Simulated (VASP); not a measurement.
Set up this calculation in VASP 6.6.1, as the native input.

```yaml
Task: single point
Functional: PBE
Potentials_or_basis: VASP PAW PBE potentials, release 64 (Ba_sv, Ir)
Cutoff: 520 eV
k_mesh: 12 × 12 × 14
Occupations: gaussian, width 0.1 eV
Spin: no spin polarisation
Dipole_correction: no
Further_INCAR_settings: ALGO = Fast; EDIFF = 1e-06; NBANDS = 22
```

The structure of Ba2Ir lies in POSCAR:

```
Ba2Ir
1.0
    5.3848702656      0.0000000000      0.0000000000
   -2.6924351328      4.6634344461      0.0000000000
    0.0000000000      0.0000000000      3.3867146943
Ba Ir
2 1
Direct
    0.3333333333      0.6666666667      0.5000000000
    0.6666666667      0.3333333333      0.5000000000
    0.0000000000      0.0000000000      0.0000000000
```

One way to write it, as run:

INCAR

```
ALGO = Fast
EDIFF = 1E-6
ENCUT = 520
GGA = PE
ISIF = 2
ISMEAR = 0
LASPH = T
LCHARG = F
LREAL = F
LWAVE = F
NBANDS = 22
NELM = 80
PREC = Accurate
SIGMA = 0.1
```

KPOINTS

```
k-points
0
Gamma
  12 12 14
```

Potentials or basis: VASP PAW PBE potentials, release 64 (Ba_sv, Ir).

The run is started by

```bash
$ cat potpaw_PBE.64/Ba_sv/POTCAR potpaw_PBE.64/Ir/POTCAR > POTCAR
$ mpirun -np 1 vasp_std > vasp.out
```

Results of the run:

```yaml
Pressure: 2.1 GPa
Band_gap_on_the_k_mesh: zero (an odd number of electrons rules out a gap without spin polarisation)
```

Caveat: spin-orbit coupling is left out, which moves the levels of the heavy elements.

Wall time 5.7 min on 1 thread of Oxide Virtual Turin-like Processor, on a shared host, peak memory 0.38 GiB.
